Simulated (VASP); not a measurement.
# Si (Fd-3m) in VASP: relaxation of the atoms with LDA

Aim: the relaxation of the atoms of Si with LDA.

All numbers are computed with VASP 6.6.1; they aren't measurements. Logs are shortened: lines on timing, memory, paths and dates and some standing lists are left out, and cuts for length are marked.

## (1) The cell of the first run

Symmetry: Fd-3m, No. 227, cubic system. The conventional cell has a = 5.402 Å, b = 5.402 Å, c = 5.402 Å, α = 90.00°, β = 90.00°, γ = 90.00°. Si (site symmetry -43m) has 4 Si at 2.34 Å within 3.1 Å.

## (2) Relaxation of the atoms, LDA

INCAR reads:

```
ALGO = Normal ; EDIFF = 1E-6
EDIFFG = -0.003 ; ENCUT = 520
GGA = CA ; IBRION = 2
ISIF = 2 ; ISMEAR = 0
LASPH = True ; LCHARG = False
LREAL = False ; LWAVE = False
NELM = 60 ; NSW = 80
PREC = Accurate ; SIGMA = 0.01
```

KPOINTS reads:

```
k-points
0
Gamma
  6 6 6
```

POSCAR reads:

```
Si
1.0
    5.4019924197      0.0000000000      0.0000000000
    0.0000000000      5.4019924197      0.0000000000
    0.0000000000      0.0000000000      5.4019924197
Si
8
Direct
    0.0000000000      0.0000000000      0.0000000000
    0.0000000000      0.5000000000      0.5000000000
    0.5000000000      0.0000000000      0.5000000000
    0.5000000000      0.5000000000      0.0000000000
    0.2500000000      0.2500000000      0.2500000000
    0.2500000000      0.7500000000      0.7500000000
    0.7500000000      0.2500000000      0.7500000000
    0.7500000000      0.7500000000      0.2500000000
```

Potentials or basis: VASP PAW LDA potentials, release 64 (Si).

Command:

```bash
$ cat potpaw_LDA.64/Si/POTCAR > POTCAR
$ mpirun -np 1 vasp_std > vasp.out
```

OUTCAR:

```text
EDIFF = 1E-6
   EDIFFG = -0.003
   ENCUT = 520
   GGA = CA
   IBRION = 2
   ISIF = 2
   ISMEAR = 0
   LASPH = True
   LREAL = False
   NELM = 60
   NSW = 80
   PREC = Accurate

 ion  position               nearest neighbor table
   1  0.000  0.000  0.000-   5 2.34   6 2.34   7 2.34   8 2.34
   2  0.000  0.500  0.500-   5 2.34   6 2.34   7 2.34   8 2.34
   3  0.500  0.000  0.500-   5 2.34   6 2.34   7 2.34   8 2.34
   4  0.500  0.500  0.000-   5 2.34   6 2.34   7 2.34   8 2.34
   5  0.250  0.250  0.250-   1 2.34   2 2.34   3 2.34   4 2.34
   6  0.250  0.750  0.750-   1 2.34   2 2.34   3 2.34   4 2.34
   7  0.750  0.250  0.750-   1 2.34   2 2.34   3 2.34   4 2.34
   8  0.750  0.750  0.250-   1 2.34   2 2.34   3 2.34   4 2.34

  LATTYP: Found a simple cubic cell.
 ALAT       =     5.4019924197

  Lattice vectors:

 A1 = (   5.4019924197,   0.0000000000,   0.0000000000)
 A2 = (   0.0000000000,   5.4019924197,   0.0000000000)
 A3 = (   0.0000000000,   0.0000000000,   5.4019924197)

Analysis of symmetry for initial positions (statically):
=====================================================================
 Subroutine PRICEL returns following result:

  LATTYP: Found a face centered cubic cell.
 ALAT       =     5.4019924197

  Lattice vectors:

 A1 = (   2.7009962098,  -2.7009962098,   0.0000000000)
 A2 = (   2.7009962098,   0.0000000000,   2.7009962098)
 A3 = (   0.0000000000,  -2.7009962098,   2.7009962099)

   4 primitive cells build up your supercell.

 Routine SETGRP: Setting up the symmetry group for a
 simple cubic supercell.

 Subroutine GETGRP returns: Found 48 space group operations
 (whereof 24 operations were pure point group operations)
 out of a pool of 48 trial point group operations.

The static configuration has the point symmetry T_d .
 The point group associated with its full space group is O_h .

Analysis of symmetry for dynamics (positions and initial velocities):
=====================================================================
 Subroutine PRICEL returns following result:

  LATTYP: Found a face centered cubic cell.
 ALAT       =     5.4019924197

  Lattice vectors:

 A1 = (   2.7009962098,  -2.7009962098,   0.0000000000)
 A2 = (   2.7009962098,   0.0000000000,   2.7009962098)
 A3 = (   0.0000000000,  -2.7009962098,   2.7009962099)

   4 primitive cells build up your supercell.

 Routine SETGRP: Setting up the symmetry group for a
 simple cubic supercell.

 Subroutine GETGRP returns: Found 48 space group operations
 (whereof 24 operations were pure point group operations)
 out of a pool of 48 trial point group operations.

The dynamic configuration has the point symmetry T_d .
 The point group associated with its full space group is O_h .

 Subroutine INISYM returns: Found 48 space group operations
 (whereof 24 operations are pure point group operations),
 and found     4 'primitive' translations

----------------------------------------------------------------------------------------

                                     Primitive cell

  volume of cell :      39.4096

  direct lattice vectors                    reciprocal lattice vectors
     2.700996210 -2.700996210  0.000000000     0.185116883 -0.185116883 -0.185116883
     2.700996210  0.000000000  2.700996210     0.185116883  0.185116883  0.185116883
     0.000000000 -2.700996210  2.700996210    -0.185116883 -0.185116883  0.185116883

  length of vectors
     3.819785472  3.819785472  3.819785472     0.320631847  0.320631847  0.320631847

  position of ions in fractional coordinates (direct lattice)
     0.000000000  0.000000000  0.000000000
     0.750000000  0.750000000  0.750000000

  ion indices of the primitive-cell ions
   primitive index   ion index
                 1           1
                 2           5

----------------------------------------------------------------------------------------

 KPOINTS: k-points

Automatic generation of k-mesh.
 Grid dimensions read from file:
 generate k-points for:    6    6    6

 Generating k-lattice:

  Cartesian coordinates                     Fractional coordinates (reciprocal lattice)
     0.030852814  0.000000000  0.000000000     0.166666667  0.000000000  0.000000000
     0.000000000  0.030852814  0.000000000     0.000000000  0.166666667  0.000000000
     0.000000000  0.000000000  0.030852814     0.000000000  0.000000000  0.166666667

  Length of vectors
     0.030852814  0.030852814  0.030852814

  Shift w.r.t. Gamma in fractional coordinates (k-lattice)
     0.000000000  0.000000000  0.000000000

 Subroutine IBZKPT returns following result:
 ===========================================

 Found     20 irreducible k-points:

 Following reciprocal coordinates:
            Coordinates               Weight
  0.000000  0.000000  0.000000      1.000000
  0.166667  0.000000  0.000000      6.000000
  0.333333  0.000000  0.000000      6.000000
  0.500000  0.000000  0.000000      3.000000
  0.166667  0.166667  0.000000     12.000000
  0.333333  0.166667  0.000000     24.000000
[... 12 lines left out ...]
  0.500000  0.500000  0.333333      6.000000
  0.500000  0.500000  0.500000      1.000000
   k-points           NKPTS =     20   k-points in BZ     NKDIM =     20   number of bands    NBANDS=     21
   number of dos      NEDOS =    301   number of ions     NIONS =      8
   total plane-waves  NPLWV =  64000
   dimension x,y,z NGX =    40 NGY =   40 NGZ =   40
   dimension x,y,z NGXF=    80 NGYF=   80 NGZF=   80
   ions per type =               8
   NGX,Y,Z   is equivalent  to a cutoff of  12.31, 12.31, 12.31 a.u.
   NGXF,Y,Z  is equivalent  to a cutoff of  24.62, 24.62, 24.62 a.u.
 SYSTEM =  unknown system
   PREC   = accura    normal or accurate (medium, high low for compatibility)
   ISTART =      0    job   : 0-new  1-cont  2-samecut
   ICHARG =      2    charge: 1-file 2-atom 10-const
   ISPIN  =      1    spin polarized calculation?
   LNONCOLLINEAR =      F non collinear calculations
   LSORBIT =      F    spin-orbit coupling
   LASPH  =      T    aspherical Exc in radial PAW
   ENCUT  =  520.0 eV  38.22 Ry    6.18 a.u.  10.04 10.04 10.04*2*pi/ulx,y,z
   NELM   =     60;   NELMIN=  2; NELMDL= -5     # of ELM steps
   EDIFF  = 0.1E-05   stopping-criterion for ELM
   LREAL  =      F    real-space projection
   EDIFFG = -.3E-02   stopping-criterion for IOM
   NSW    =     80    number of steps for IOM
   IBRION =      2    ionic relax: 0-MD 1-quasi-New 2-CG
   NFREE  =      1    steps in history (QN), initial steepest desc. (CG)
   ISIF   =      2    stress and relaxation
   ISYM   =      2    0-nonsym 1-usesym 2-fastsym
   POTIM  = 0.5000    time-step for ionic-motion
   TEBEG  =    0.0;   TEEND  =   0.0 temperature during run
   PSTRESS=    0.0 pullay stress
   NELECT =      32.0000    total number of electrons
   NUPDOWN=      -1.0000    fix difference up-down
   EMIN   =  10.00;   EMAX   =-10.00  energy-range for DOS
   EFERMI =   0.00;   METHOD = LEGACY
   ISMEAR =     0;   SIGMA  =   0.01  broadening in eV -4-tet -1-fermi 0-gaus
   EFERMI_NEDOS =   21; number of points for ismear=-14 and -15
   IALGO  =     38    algorithm
   IMIX   =      4    mixing-type and parameters
     AMIX     =   0.40;   BMIX     =  1.00
     AMIX_MAG =   1.60;   BMIX_MAG =  1.00
  volume/ion in A,a.u.               =      19.70       132.97
  Fermi-wavevector in a.u.,A,eV,Ry     =   0.962138  1.818178 12.595052  0.925710
  Thomas-Fermi vector in A             =   2.091571
   LORBIT       =      0    0 simple, 1 ext, 2 COOP (PROOUT), +10 PAW based schemes
   GGA     = CA    functional components
   LHFCALC =     F    Hartree Fock is set to
   AEXX    =    0.0000 exact exchange contribution
   IVDW    =     0    specifies the selected vdW correction
   LEPSILON=     F    determine dielectric tensor
   LRPA    =     F    only Hartree local field effects (RPA)
 conjugate gradient relaxation of ions
 non-spin polarized calculation
 Gauss-broadening in eV      SIGMA  =   0.01
  energy-cutoff  :      520.00
  volume of cell :      157.64
 maximum number of plane-waves:      4272
   NGX = 21   NGY = 21   NGZ = 21

 number of electron      32.0000008 magnetization

 Free energy of the ion-electron system (eV)
  ---------------------------------------------------
  ext. energy  EPLUGINS =         0.00000000
  ---------------------------------------------------
  free energy    TOTEN  =       -47.67870256 eV

  energy without entropy =      -47.67870256  energy(sigma->0) =      -47.67870256

 E-fermi :   6.0056     XC(G=0):  -9.6656

 val. band max:        5.9329502138   @ k =   0.0000   0.0000   0.0000
 cond. band min:       6.3750170949   @ k =   0.1667   0.0000   0.0000
 fundamental gap:      0.4420668811
 Fermi energy:         6.0056276833

 k-point     1 :       0.0000    0.0000    0.0000
  band No.  band energies     occupation
      1      -6.1334      2.00000
      2      -1.9320      2.00000
      3      -1.9320      2.00000
      4      -1.9320      2.00000
      5      -1.9320      2.00000
      6      -1.9320      2.00000
[... 13 lines left out ...]
     20       6.5071      0.00000
     21       6.5071      0.00000

 k-point     2 :       0.1667    0.0000    0.0000
  band No.  band energies     occupation
      1      -6.0102      2.00000
      2      -3.1590      2.00000
      3      -1.8916      2.00000
      4      -1.8916      2.00000
      5      -1.8916      2.00000
      6      -1.8916      2.00000
[... 13 lines left out ...]
     20       7.1409      0.00000
     21       7.1409      0.00000

 k-point     3 :       0.3333    0.0000    0.0000
  band No.  band energies     occupation
      1      -5.6426      2.00000
      2      -4.2027      2.00000
      3      -1.8044      2.00000
      4      -1.8044      2.00000
      5      -1.8044      2.00000
      6      -1.8044      2.00000
[... 13 lines left out ...]
     20       8.5937      0.00000
     21       8.5937      0.00000

 k-point     4 :       0.5000    0.0000    0.0000
  band No.  band energies     occupation
      1      -5.0364      2.00000
      2      -5.0364      2.00000
      3      -1.7571      2.00000
      4      -1.7571      2.00000
      5      -1.7571      2.00000
      6      -1.7571      2.00000
[... 13 lines left out ...]
     20       8.9654      0.00000
     21      10.1126      0.00000

 k-point     5 :       0.1667    0.1667    0.0000
  band No.  band energies     occupation
      1      -5.8881      2.00000
      2      -3.0792      2.00000
      3      -3.0792      2.00000
      4      -2.0671      2.00000
      5      -1.6677      2.00000
      6      -0.5956      2.00000
[... 13 lines left out ...]
     20       7.5489      0.00000
     21       7.5489      0.00000
[... 286 lines left out ...]
     20       7.8886      0.00000
     21       9.3977      0.00000

 k-point    18 :       0.5000    0.3333    0.3333
  band No.  band energies     occupation
      1      -4.2234      2.00000
      2      -4.2234      2.00000
      3      -3.5103      2.00000
      4      -3.5103      2.00000
      5      -1.0109      2.00000
      6      -1.0109      2.00000
[... 13 lines left out ...]
     20       8.4730      0.00000
     21       8.9655      0.00000

 k-point    19 :       0.5000    0.5000    0.3333
  band No.  band energies     occupation
      1      -3.8431      2.00000
      2      -3.8431      2.00000
      3      -3.8431      2.00000
      4      -3.8431      2.00000
      5      -0.8411      2.00000
      6      -0.8411      2.00000
[... 13 lines left out ...]
     20       7.9652      0.00000
     21       9.2511      0.00000

 k-point    20 :       0.5000    0.5000    0.5000
  band No.  band energies     occupation
      1      -3.7546      2.00000
      2      -3.7546      2.00000
      3      -3.7546      2.00000
      4      -3.7546      2.00000
      5      -1.1320      2.00000
      6      -1.1320      2.00000
[... 13 lines left out ...]
     20       7.4195      0.00000
     21       9.2183      0.00000

------------------------ aborting loop because EDIFF is reached ----------------------------------------

  FORCE on cell =-STRESS in cart. coord.  units (eV):
  Direction    XX          YY          ZZ          XY          YZ          ZX
  --------------------------------------------------------------------------------------
  -------------------------------------------------------------------------------------
  Total        0.0433793      0.0433793      0.0433793      0.0000000      0.0000000      0.0000000
  in kB        0.4408914      0.4408914      0.4408914      0.0000000      0.0000000      0.0000000
  external PRESSURE =       0.4408914 kB  Pullay stress =       0.0000000 kB

 VOLUME and BASIS-vectors are now :
 -----------------------------------------------------------------------------
  energy-cutoff  :      520.00
  volume of cell :      157.64
      direct lattice vectors                 reciprocal lattice vectors
     5.401992420  0.000000000  0.000000000     0.185116883  0.000000000  0.000000000
     0.000000000  5.401992420  0.000000000     0.000000000  0.185116883  0.000000000
     0.000000000  0.000000000  5.401992420     0.000000000  0.000000000  0.185116883

 POSITION                                       TOTAL-FORCE (eV/Angst)
 -----------------------------------------------------------------------------------
      0.00000      0.00000      0.00000         0.000000     -0.000000     -0.000000
      0.00000      2.70100      2.70100         0.000000     -0.000000     -0.000000
      2.70100      0.00000      2.70100        -0.000000     -0.000000      0.000000
      2.70100      2.70100      0.00000        -0.000000     -0.000000     -0.000000
      1.35050      1.35050      1.35050         0.000000      0.000000     -0.000000
      1.35050      4.05149      4.05149         0.000000      0.000000      0.000000
      4.05149      1.35050      4.05149        -0.000000      0.000000      0.000000
      4.05149      4.05149      1.35050        -0.000000      0.000000     -0.000000
 -----------------------------------------------------------------------------------
    total drift:                                0.000000     -0.000000     -0.000000

  FREE ENERGIE OF THE ION-ELECTRON SYSTEM (eV)
  ---------------------------------------------------
  free  energy   TOTEN  =       -47.6787025574 eV

  energy  without entropy=      -47.6787025574  energy(sigma->0) =      -47.67870256

 reached required accuracy - stopping structural energy minimisation
```

Wall time 71 s (1 thread of Intel Xeon 8259CL, shared host); peak memory 0.21 GiB.

What came out:

```
Free energy             : -47.6787 eV
Pressure after relaxing : 0.0 GPa
Band gap on the k mesh  : 0.44 eV
```

Final structure:
```xyz
8
Lattice="5.4020 0.0000 0.0000 0.0000 5.4020 0.0000 0.0000 0.0000 5.4020" Properties=species:S:1:pos:R:3 pbc="T T T"
Si    0.0000    0.0000    0.0000
Si    0.0000    2.7010    2.7010
Si    2.7010    0.0000    2.7010
Si    2.7010    2.7010    0.0000
Si    1.3505    1.3505    1.3505
Si    1.3505    4.0515    4.0515
Si    4.0515    1.3505    4.0515
Si    4.0515    4.0515    1.3505
```

Caveat: the relaxation stopped at its first step, so nothing moved; semilocal functionals underestimate gaps, and a narrow one can read as zero. A k mesh can miss the band edges.
